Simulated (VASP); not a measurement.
Here is a VASP 6.6.1 calculation.

The input INCAR:

```
ALGO = Normal
EDIFF = 1E-6
ENCUT = 520
GGA = PE
ISIF = 2
ISMEAR = -1
LASPH = True
LCHARG = False
LREAL = False
LWAVE = False
NBANDS = 33
NELM = 100
PREC = Accurate
SIGMA = 0.05
```

File KPOINTS:

```
k-points
0
Gamma
  1 1 1
```

Contents of POSCAR:

```
H9O4F
1.0
    5.3601080000      0.0000000000      0.0000000000
    0.0000000000      5.3601080000      0.0000000000
    0.0000000000      0.0000000000      5.3601080000
O H F
4 9 1
Direct
    0.3208704004      0.3240606346      0.4693375581
    0.7980622778      0.1257997040      0.5789435586
    0.1081321496      0.7892005161      0.7162728811
    0.9084518446      0.5789808713      0.1277213071
    0.1801269676      0.3004603639      0.3625486651
    0.2761138395      0.2448085001      0.6319275656
    0.6832138457      0.1233184107      0.4407000754
    0.8968289445     -0.0368276162      0.5887941064
    0.2049025878      0.6736244867      0.6117227489
    0.0913041304      0.7247801723      0.8829113145
    0.7775029906      0.4815201485      0.0530586324
    0.8680048984      0.6250433760      0.2991544200
    0.6483264889      0.2179247135      0.8107112767
    0.5296908197      0.2778115665      0.9377236429
```

Potentials or basis: VASP PAW PBE potentials, release 64 (O, H, F).

Launch:

```console
$ cat potpaw_PBE.64/O/POTCAR potpaw_PBE.64/H/POTCAR potpaw_PBE.64/F/POTCAR > POTCAR
$ mpirun -np 1 vasp_gam > vasp.out
```

(1) Estimate the largest force.

(2) Predict the band gap on the k mesh.

(3) Predict the pressure.

Answers

(1) 1.780 eV/Å.

(2) 4.80 eV.

(3) 0.8 GPa.

Caveat: the k points lie up to 1.17 Å⁻¹ apart.
